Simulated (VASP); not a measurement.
# Al3GaN4: single point with PBEsol

Crystal: Al3GaN4.

```
Al Ga N
1.0
     5.14894    0.00000    0.00016
     0.00000    3.18922    0.00000
    -0.00326    0.00000    5.52103
Al Ga N
3 1 4
Cartesian
  2.5739 1.5946 0.9234
  0.0003 1.5946 4.6084
  0.0030 0.0000 1.8319
  2.5695 0.0000 3.6788
  0.5726 0.0000 3.6790
  0.6304 1.5946 0.9224
  3.2169 1.5946 4.6390
  3.2082 0.0000 1.8016
```

```
Program                : VASP 6.6.1
Task                   : single point
Functional             : PBEsol
Potentials or basis    : VASP PAW PBE potentials, release 64 (Al, Ga_d, N)
Cutoff                 : 520 eV
k mesh                 : 6 × 8 × 4
Occupations            : gaussian, width 0.02 eV
Spin                   : no spin polarisation
Dipole correction      : no
Further INCAR settings : ALGO = Normal; EDIFF = 1e-07; NBANDS = 31
```

The pressure is -10.4 GPa, the largest force is 0.008 eV/Å and the band gap on the k mesh is 3.04 eV.

Forces on the atoms (eV/Å):
```
Al   0.002  0.000 -0.003
Al  -0.006  0.000  0.000
Al  -0.001  0.000  0.002
Ga   0.002  0.000  0.008
N    0.001  0.000  0.001
N    0.001  0.000 -0.003
N    0.000  0.000 -0.005
N    0.001  0.000  0.001
```

Levels at points of the mesh, in eV from the valence-band top:
```tsv
k point	band 19	band 20	band 21	band 22	band 23	band 24
(0.00, 0.00, 0.00)	-0.07	-0.01	0.00	3.04	5.22	5.59
(0.50, 0.00, 0.00)	-0.60	-0.31	-0.26	4.56	4.99	5.25
(0.00, 0.50, 0.00)	-1.73	-1.48	-1.42	5.55	5.56	7.20
(0.50, 0.50, 0.00)	-1.12	-1.11	-0.88	5.84	6.23	6.24
(0.00, 0.00, 0.50)	-0.50	-0.39	-0.20	5.07	5.38	6.60
(0.50, 0.00, 0.50)	-1.08	-1.06	-0.72	5.55	5.86	6.01
(0.00, 0.50, 0.50)	-1.75	-0.74	-0.61	4.98	5.43	5.60
(0.50, 0.50, 0.50)	-1.37	-1.34	-1.15	4.45	4.90	4.94
```

Wall time 3.8 min on 1 thread of Intel(R) Xeon(R) Platinum 8259CL CPU @ 2.50GHz (Skylake/Cascade Lake), with other jobs on the host, peak memory 0.3 GiB.

Caveat: the cell stands under tension; the PAW data sets were made with another functional, which shifts forces and pressure a little.
